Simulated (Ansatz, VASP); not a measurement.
**BeTe: VASP beside Ansatz**

INCAR

```
SYSTEM = BeTe
  ALGO = Normal
  EDIFF = 1E-6
  ENCUT = 520
  ISIF = 2
  ISMEAR = 0
  LASPH = .TRUE.
  LCHARG = .TRUE.
  LELF = .TRUE.
  LREAL = .FALSE.
  LVHAR = .TRUE.
  LWAVE = .FALSE.
  NBANDS = 11
  NELM = 80
  PREC = Accurate
  SIGMA = 0.01
```

The input KPOINTS:

```
k-points
0
G
  8 8 8
  0 0 0
```

POSCAR

```
BeTe
1.0
    2.7772249638      2.7772249638      0.0000000000
   -2.7772249638      2.7772249638      0.0000000000
    0.0000000000      2.7772249638      2.7772249638
Be Te
1 1
Direct
    0.0000000000      0.0000000000      0.0000000000
    0.7500000000      0.2500000000      0.5000000000
```

Input for Ansatz:

```yaml
crystal:
  lattice:
    - [2.77722496377, 2.77722496377, 0.0]
    - [-2.77722496377, 2.77722496377, 0.0]
    - [0.0, 2.77722496377, 2.77722496377]
  atoms:
    - { symbol: Be, position: [0.0, 0.0, 0.0] }
    - { symbol: Te, position: [0.75, 0.25, 0.5] }
kpoints:
  mp_grid: { grid: [8, 8, 8] }
scf:
  occupations: { method: fixed }
hamiltonian:
  xc: lda
  pseudopotentials: { kind: all_electron, lapw: { basis_error: 0.001 } }
output:
  forces: true
  stress: true
  eigenvalues: true
  eigenstates:
    nscf_kmesh: { grid: [12, 12, 12] }
    de_dk: true
    e_range: [-9, 11.79024716717]
checkpoint:
  write: ck
  write_wavefunctions: false
```

Alike in both runs: task single point; functional LDA; k mesh 8 × 8 × 8; no spin polarisation.

|  | VASP | Ansatz |
| --- | --- | --- |
| version | VASP 6.6.1 | Ansatz 0.2.0 |
| potentials or method | VASP PAW LDA potentials, release 64 (Be, Te), cutoff 520 eV | all-electron LAPW, scalar-relativistic |
| occupations | gaussian, width 0.01 eV | fixed |

Ansatz gave:

| Property | Result |
| --- | --- |
| gap on the k mesh at the Fermi level (eV) | 1.79 |
| pressure (GPa) | 0.0 |

Task: Estimate VASP's values.

Result: gap on the k mesh at the Fermi level (eV): 1.77; pressure (GPa): 0.3.

LDA's correlation is that of Perdew and Zunger in VASP and of Perdew and Wang (1992) in Ansatz. Ansatz ran all-electron here, and VASP with PAW potentials.

Neither program's run includes spin-orbit coupling.
